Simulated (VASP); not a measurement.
# Eu (Im-3m) in VASP: a series of runs, part 3 of 3

VASP 6.6.1. The steps go on from the part before.

### 6 Single point, PBE, collinear spin, ferromagnetic start

The input, INCAR:

```
SYSTEM = Eu
PREC = Accurate
ENCUT = 520
EDIFF = 1E-6
ISMEAR = 1
SIGMA = 0.01
LREAL = .False.
LASPH = .True.
NELM = 150
ALGO = Normal
ISIF = 2
LWAVE = .False.
LCHARG = .True.
ISPIN = 2
MAGMOM = 7.02
LORBIT = 11
LMAXMIX = 6
GGA = PE
LELF = .True.
LVHAR = .True.
NBANDS = 18
```

The input, KPOINTS:

```
regular mesh
0
Gamma
  10 10 10
  0 0 0
```

The input, POSCAR:

```
Eu
1.0
   -2.1939508085      2.1939508085      2.1939508085
    2.1939508085     -2.1939508085      2.1939508085
    2.1939508085      2.1939508085     -2.1939508085
Eu
1
Direct
    0.0000000000      0.0000000000      0.0000000000
```

Potentials or basis: VASP PAW PBE potentials, release 64 (Eu).

Launch:

```sh
$ cat potpaw_PBE.64/Eu/POTCAR > POTCAR
$ mpirun -np 1 vasp_std > vasp.out
```

OUTCAR:

```text
SYSTEM = Eu
   PREC = Accurate
   ENCUT = 520
   EDIFF = 1E-6
   ISMEAR = 1
   LREAL = .False.
   LASPH = .True.
   NELM = 150
   ISIF = 2
   ISPIN = 2
   LORBIT = 11
   GGA = PE

 ion  position               nearest neighbor table
   1  0.000  0.000  0.000-

  LATTYP: Found a body centered cubic cell.
 ALAT       =     4.3879016170

  Lattice vectors:

 A1 = (  -2.1939508085,   2.1939508085,   2.1939508085)
 A2 = (   2.1939508085,  -2.1939508085,   2.1939508085)
 A3 = (   2.1939508085,   2.1939508085,  -2.1939508085)

Analysis of symmetry for initial positions (statically):
=====================================================================
 Subroutine PRICEL returns:
 Original cell was already a primitive cell.

 Routine SETGRP: Setting up the symmetry group for a
 body centered cubic supercell.

 Subroutine GETGRP returns: Found 48 space group operations
 (whereof 48 operations were pure point group operations)
 out of a pool of 48 trial point group operations.

The static configuration has the point symmetry O_h .

Analysis of symmetry for dynamics (positions and initial velocities):
=====================================================================
 Subroutine PRICEL returns:
 Original cell was already a primitive cell.

 Routine SETGRP: Setting up the symmetry group for a
 body centered cubic supercell.

 Subroutine GETGRP returns: Found 48 space group operations
 (whereof 48 operations were pure point group operations)
 out of a pool of 48 trial point group operations.

The dynamic configuration has the point symmetry O_h .

Analysis of structural, dynamic, and magnetic symmetry:
=====================================================================
 Subroutine PRICEL returns:
 Original cell was already a primitive cell.

 Routine SETGRP: Setting up the symmetry group for a
 body centered cubic supercell.

 Subroutine GETGRP returns: Found 48 space group operations
 (whereof 48 operations were pure point group operations)
 out of a pool of 48 trial point group operations.

The overall configuration has the point symmetry O_h .

 Subroutine INISYM returns: Found 48 space group operations
 (whereof 48 operations are pure point group operations),
 and found     1 'primitive' translations

----------------------------------------------------------------------------------------

                                     Primitive cell

  volume of cell :      42.2416

  direct lattice vectors                    reciprocal lattice vectors
    -2.193950808  2.193950808  2.193950808     0.000000000  0.227899367  0.227899367
     2.193950808 -2.193950808  2.193950808     0.227899367  0.000000000  0.227899367
     2.193950808  2.193950808 -2.193950808     0.227899367  0.227899367  0.000000000

  length of vectors
     3.800034270  3.800034270  3.800034270     0.322298375  0.322298375  0.322298375

  position of ions in fractional coordinates (direct lattice)
     0.000000000  0.000000000  0.000000000

  ion indices of the primitive-cell ions
   primitive index   ion index
                 1           1

----------------------------------------------------------------------------------------

 KPOINTS: regular mesh

[... 51 lines left out ...]
   total plane-waves  NPLWV =  21952
   dimension x,y,z NGX =    28 NGY =   28 NGZ =   28
   dimension x,y,z NGXF=    56 NGYF=   56 NGZF=   56
   ions per type =               1
   NGX,Y,Z   is equivalent  to a cutoff of  12.25, 12.25, 12.25 a.u.
   NGXF,Y,Z  is equivalent  to a cutoff of  24.50, 24.50, 24.50 a.u.
 SYSTEM =  Eu
   PREC   = accura    normal or accurate (medium, high low for compatibility)
   ISTART =      0    job   : 0-new  1-cont  2-samecut
   ICHARG =      2    charge: 1-file 2-atom 10-const
   ISPIN  =      2    spin polarized calculation?
   LNONCOLLINEAR =      F non collinear calculations
   LSORBIT =      F    spin-orbit coupling
   LASPH  =      T    aspherical Exc in radial PAW
   ENCUT  =  520.0 eV  38.22 Ry    6.18 a.u.   7.07  7.07  7.07*2*pi/ulx,y,z
   NELM   =    150;   NELMIN=  2; NELMDL= -5     # of ELM steps
   EDIFF  = 0.1E-05   stopping-criterion for ELM
   LREAL  =      F    real-space projection
   EDIFFG = 0.1E-04   stopping-criterion for IOM
   NSW    =      0    number of steps for IOM
   IBRION =     -1    ionic relax: 0-MD 1-quasi-New 2-CG
   NFREE  =      0    steps in history (QN), initial steepest desc. (CG)
   ISIF   =      2    stress and relaxation
   ISYM   =      2    0-nonsym 1-usesym 2-fastsym
   POTIM  = 0.5000    time-step for ionic-motion
   TEBEG  =    0.0;   TEEND  =   0.0 temperature during run
   PSTRESS=    0.0 pullay stress
   NELECT =      17.0000    total number of electrons
   NUPDOWN=      -1.0000    fix difference up-down
   EMIN   =  10.00;   EMAX   =-10.00  energy-range for DOS
   EFERMI =   0.00;   METHOD = LEGACY
   ISMEAR =     1;   SIGMA  =   0.01  broadening in eV -4-tet -1-fermi 0-gaus
   EFERMI_NEDOS =   21; number of points for ismear=-14 and -15
   IALGO  =     38    algorithm
   IMIX   =      4    mixing-type and parameters
     AMIX     =   0.40;   BMIX     =  1.00
     AMIX_MAG =   1.60;   BMIX_MAG =  1.00
  volume/ion in A,a.u.               =      42.24       285.06
  Fermi-wavevector in a.u.,A,eV,Ry     =   1.208679  2.284072 19.876813  1.460905
  Thomas-Fermi vector in A             =   2.344279
   LORBIT       =     11    0 simple, 1 ext, 2 COOP (PROOUT), +10 PAW based schemes
   GGA     = PE    functional components
   LHFCALC =     F    Hartree Fock is set to
   AEXX    =    0.0000 exact exchange contribution
   IVDW    =     0    specifies the selected vdW correction
   LEPSILON=     F    determine dielectric tensor
   LRPA    =     F    only Hartree local field effects (RPA)
 spin polarized calculation
 Methfessel and Paxton  Order N= 1 SIGMA  =   0.01
  energy-cutoff  :      520.00
  volume of cell :       42.24
 maximum number of plane-waves:      1157
   NGX = 15   NGY = 15   NGZ = 15

 number of electron      16.9999992 magnetization       7.3938597

 Free energy of the ion-electron system (eV)
  ---------------------------------------------------
  ext. energy  EPLUGINS =         0.00000000
  ---------------------------------------------------
  free energy    TOTEN  =       -11.43620505 eV

  energy without entropy =      -11.43622479  energy(sigma->0) =      -11.43621163

 E-fermi :   2.1487     XC(G=0):  -8.8036

 val. band max:        2.1416299285   @ k =   0.3000   0.2000   0.2000
 cond. band min:       2.1541210402   @ k =   0.5000   0.5000   0.2000
 fundamental gap:      0.0124911117
 Fermi energy:         2.1486795014

 spin component 1

 k-point     1 :       0.0000    0.0000    0.0000
  band No.  band energies     occupation
      1     -39.5476      1.00000
      2     -18.1095      1.00000
      3     -18.1095      1.00000
      4     -18.1095      1.00000
      5      -2.3228      1.00000
      6       1.5783      1.00000
[... 493 lines left out ...]
     17       6.1818      0.00000
     18      10.4397      0.00000

 [... further k-points ...]

 spin component 2

 k-point     1 :       0.0000    0.0000    0.0000
  band No.  band energies     occupation
      1     -36.4070      1.00000
      2     -15.7613      1.00000
      3     -15.7613      1.00000
      4     -15.7613      1.00000
      5      -1.4579      1.00000
      6       4.9233      0.00000
[... 493 lines left out ...]
     17       7.4724      0.00000
     18      11.6723      0.00000

 [... further k-points ...]

------------------------ aborting loop because EDIFF is reached ----------------------------------------

  FORCE on cell =-STRESS in cart. coord.  units (eV):
  Direction    XX          YY          ZZ          XY          YZ          ZX
  --------------------------------------------------------------------------------------
  -------------------------------------------------------------------------------------
  Total       -0.0390483     -0.0390483     -0.0390483      0.0000000      0.0000000     -0.0000000
  in kB       -1.4810580     -1.4810580     -1.4810580      0.0000000      0.0000000     -0.0000000
  external PRESSURE =      -1.4810580 kB  Pullay stress =       0.0000000 kB

 VOLUME and BASIS-vectors are now :
 -----------------------------------------------------------------------------
  energy-cutoff  :      520.00
  volume of cell :       42.24
      direct lattice vectors                 reciprocal lattice vectors
    -2.193950808  2.193950808  2.193950808     0.000000000  0.227899367  0.227899367
     2.193950808 -2.193950808  2.193950808     0.227899367  0.000000000  0.227899367
     2.193950808  2.193950808 -2.193950808     0.227899367  0.227899367  0.000000000

 POSITION                                       TOTAL-FORCE (eV/Angst)
 -----------------------------------------------------------------------------------
      0.00000      0.00000      0.00000         0.000000      0.000000      0.000000
 -----------------------------------------------------------------------------------
    total drift:                                0.000000      0.000000      0.000000

  FREE ENERGIE OF THE ION-ELECTRON SYSTEM (eV)
  ---------------------------------------------------
  free  energy   TOTEN  =       -11.4362050454 eV

  energy  without entropy=      -11.4362247869  energy(sigma->0) =      -11.43621163

 total charge

# of ion       s       p       d       f       tot
--------------------------------------------------
    1        2.084   5.712   0.293   6.647  14.736

 magnetization (x)

# of ion       s       p       d       f       tot
--------------------------------------------------
    1       -0.003  -0.091   0.150   6.645   6.701
```

stdout:

```text
POSCAR found type information on POSCAR Eu
 POSCAR found :  1 types and       1 ions
 scaLAPACK will be used
 LDA part: xc-table for (Slater+PW92), standard interpolation
 POSCAR, INCAR and KPOINTS ok, starting setup
 FFT: planning ... GRIDC
 FFT: planning ... GRID_SOFT
 FFT: planning ... GRID
 WAVECAR not read
 entering main loop
```

Wall time 50 s (1 thread of AMD EPYC 9R45 (Zen 5), shared host); peak memory 0.19 GiB.

What came out:

| Property | Result |
| --- | --- |
| Free energy | -11.4362 eV |
| Pressure | -0.1 GPa |
| Net moment | 7.39 μB per cell |
| Site moments | Eu +6.70 μB |
| Valence electrons inside the program's atomic spheres | Eu 14.74 |

Caveat: spin-orbit coupling is left out, which moves the levels of the heavy elements; semilocal functionals describe open f shells poorly, which spoils levels, moments and volumes. The state reached can hang on the start; a lower one may exist.

### 7 Overview

| smearing | gap on the mesh (eV) | pressure (GPa) | moment (μB) |
| --- | --- | --- | --- |
| methfessel-paxton 0.2 eV | none | -0.3 | 7.44 |
| methfessel-paxton 0.3 eV | none | -0.4 | 7.39 |
| methfessel-paxton 0.6 eV | none | -0.4 | 7.38 |
| methfessel-paxton 1 eV | none | -0.3 | 7.49 |
| methfessel-paxton 0.01 eV | none | -0.1 | 7.39 |

Alike in all rows: task single point; level PBE; potentials or basis VASP PAW PBE potentials, release 64 (Eu); spin collinear, ferromagnetic start; cell as given; k mesh 10 × 10 × 10; cutoff (eV) 520.

Caveats: spin-orbit coupling is left out, which moves the levels of the heavy elements; semilocal functionals describe open f shells poorly, which spoils levels, moments and volumes; so wide a smearing shifts energies and pressures (at least some runs).

Total energies depend on the potentials used, so only differences within one code and one set of settings carry meaning.
